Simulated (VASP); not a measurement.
Input of a VASP 6.6.1 run:

The input POSCAR:

```
SnO2
1.0
    0.0000000000      2.5541843174      2.5541843174
    2.5541843174      0.0000000000      2.5541843174
    2.5541843174      2.5541843174      0.0000000000
Sn O
1 2
Direct
    0.0000000000      0.0000000000      0.0000000000
    0.2500000000      0.2500000000      0.2500000000
    0.7500000000      0.7500000000      0.7500000000
```

INCAR.step1

```
SYSTEM = SnO2
ALGO     = Normal         ! electronic algorithm
EDIFF    = 1E-4           ! SCF threshold, eV
ENCUT    = 520            ! plane-wave cutoff, eV
GGA      = PE             ! functional
ISMEAR   = -1             ! smearing method
LASPH    = .True.         ! aspherical terms in the spheres
LCHARG   = .False.        ! write CHGCAR
LREAL    = .False.        ! projectors in reciprocal space
LWAVE    = .True.         ! write WAVECAR
NBANDS   = 20             ! bands
NELM     = 80             ! most SCF steps
PREC     = Accurate       ! precision mode
SIGMA    = 0.1            ! smearing width, eV
```

File INCAR.step2:

```
SYSTEM = SnO2
ALGO     = Normal         ! electronic algorithm
EDIFF    = 1E-7           ! SCF threshold, eV
ENCUT    = 520            ! plane-wave cutoff, eV
ISIF     = 2              ! what is computed and relaxed
ISMEAR   = -1             ! smearing method
ISTART   = 1            
LASPH    = .True.         ! aspherical terms in the spheres
LCHARG   = .False.        ! write CHGCAR
LMIXTAU  = .True.       
LREAL    = .False.        ! projectors in reciprocal space
LWAVE    = .False.        ! write WAVECAR
METAGGA  = R2SCAN         ! meta-GGA
NBANDS   = 20             ! bands
NELM     = 80             ! most SCF steps
PREC     = Accurate       ! precision mode
SIGMA    = 0.1            ! smearing width, eV
```

KPOINTS

```
k-points
0
Gamma
  12 12 12
  0 0 0
```

Potentials or basis: VASP PAW PBE potentials, release 64 (Sn_d, O).

Run with:

```sh
$ cat potpaw_PBE.64/Sn_d/POTCAR potpaw_PBE.64/O/POTCAR > POTCAR
$ cp INCAR.step1 INCAR
$ mpirun -np 1 vasp_std > vasp.out
$ cp INCAR.step2 INCAR
$ mpirun -np 1 vasp_std > vasp.out
```

Question: What does it give for the pressure?

Answer: -4.0 GPa.

Question: Estimate the band gap on the k mesh.

Answer: 0.60 eV (least direct gap 1.99 eV).

Caveat: the cell stands under tension; semilocal functionals underestimate gaps, and a narrow one can read as zero; the PAW data sets were made with another functional, which shifts forces and pressure a little; spin-orbit coupling is left out, which moves the levels of the heavy elements. A k mesh can miss the band edges.
